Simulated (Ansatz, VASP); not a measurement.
AlN in VASP and in Ansatz

The input INCAR:

```
SYSTEM = AlN
ALGO = Normal ; EDIFF = 1E-7
EDIFFG = -0.005 ; ENCUT = 600
IBRION = 2 ; ISIF = 3
ISMEAR = 0 ; LASPH = .TRUE.
LCHARG = .FALSE. ; LREAL = .FALSE.
LWAVE = .FALSE. ; NELM = 60
NSW = 100 ; PREC = Accurate
SIGMA = 0.02
```

The input KPOINTS:

```
k-points
0
G
  12 12 6
  0 0 0
```

The input POSCAR:

```
AlN
1.0
    3.1285881400      0.0000000000      0.0000000000
   -1.5642940700      2.7094368000      0.0000000000
    0.0000000000      0.0000000000      5.0169550000
Al N
2 2
Direct
    0.6666666700      0.3333333300      0.4992870000
    0.3333333300      0.6666666700      0.9992870000
    0.6666666700      0.3333333300      0.8807130000
    0.3333333300      0.6666666700      0.3807130000
```

Input for Ansatz:

```yaml
crystal:
  lattice:
    - [3.12858814, 0.0, 0.0]
    - [-1.56429407, 2.7094368, 0.0]
    - [0.0, 0.0, 5.016955]
  atoms:
    - { symbol: Al, position: [0.66666667, 0.33333333, 0.499287] }
    - { symbol: Al, position: [0.33333333, 0.66666667, 0.999287] }
    - { symbol: "N", position: [0.66666667, 0.33333333, 0.880713] }
    - { symbol: "N", position: [0.33333333, 0.66666667, 0.380713] }
basis:
  ecutwfc: 420
kpoints:
  mp_grid: { grid: [12, 12, 6] }
hamiltonian:
  xc: lda
scf:
  occupations: { method: gaussian, width: 0.02 }
output:
  forces: true
  stress: true
  eigenvalues: true
relax:
  adjacent_minimum: "off"
  f_tol: 0.005
  max_steps: 80
  cell: { stress_tol: 0.05 }
```

Alike in both runs: task relaxation of cell and atoms; functional LDA; k mesh 12 × 12 × 6; occupations gaussian, width 0.02 eV; no spin polarisation.

|  | VASP | Ansatz |
| --- | --- | --- |
| version | VASP 6.6.1 | Ansatz 0.2.0 |
| potentials or method | VASP PAW LDA potentials, release 64 (Al, N), cutoff 600 eV | scalar-relativistic, plane waves, PAW |
| valence electrons in the cell | 16 | 16 |

VASP gave:

* gap on the k mesh at the Fermi level, each at its own relaxed structure (eV): 4.40
* relaxed volume (Å³/atom): 10.24
* relaxed cell length with the largest relative difference (Å): 4.948

Problem. Estimate Ansatz's values.

Solution. gap on the k mesh at the Fermi level, each at its own relaxed structure (eV): 4.42; relaxed volume (Å³/atom): 10.21; relaxed cell length with the largest relative difference (Å): 4.943.

LDA's correlation is that of Perdew and Zunger in VASP and of Perdew and Wang (1992) in Ansatz.
